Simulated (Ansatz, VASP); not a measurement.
## Two plane-wave programs on GdO

```xyz
2
Lattice="0.0000 2.7000 2.7000 2.7000 0.0000 2.7000 2.7000 2.7000 0.0000" Properties=species:S:1:pos:R:3 pbc="T T T"
Gd    0.0000    0.0000    0.0000
O     1.3500    1.3500    1.3500
```

Alike in both runs: functional r2SCAN; k mesh 9 × 9 × 9; occupations fermi-dirac, width 0.05 eV; collinear spin; Hubbard terms Gd f U = 4.0 eV.

```csv
,VASP,Ansatz
version,VASP 6.6.1,Ansatz 0.2.0
potentials or method,"VASP PAW PBE potentials, release 64 (Gd, O)",Ansatz PAW
plane-wave cutoff (eV),520,500
valence electrons in the cell,24,24
task,single point,band structure
```

```csv
,VASP,Ansatz,Ansatz less VASP
gap on the k mesh at the Fermi level (eV),none,none,-
pressure (GPa),-1.9,-1.8,+0.02
net moment per atom (μB),3.98,3.98,0.000
size of the moment on the site where the two differ most (μB),7.01,7.05,+0.034
```

VASP's potentials were made for PBE, not for r2SCAN. Site moments also hang on the region over which each program counts them. The programs project onto different local orbitals, so the same U acts differently, and such runs can settle in different states. A gap of «none» marks a metal or a gap that the smearing closes.

Neither program's run includes spin-orbit coupling. Noted on Ansatz's run: the magnetic or orbital state may not be the lowest.
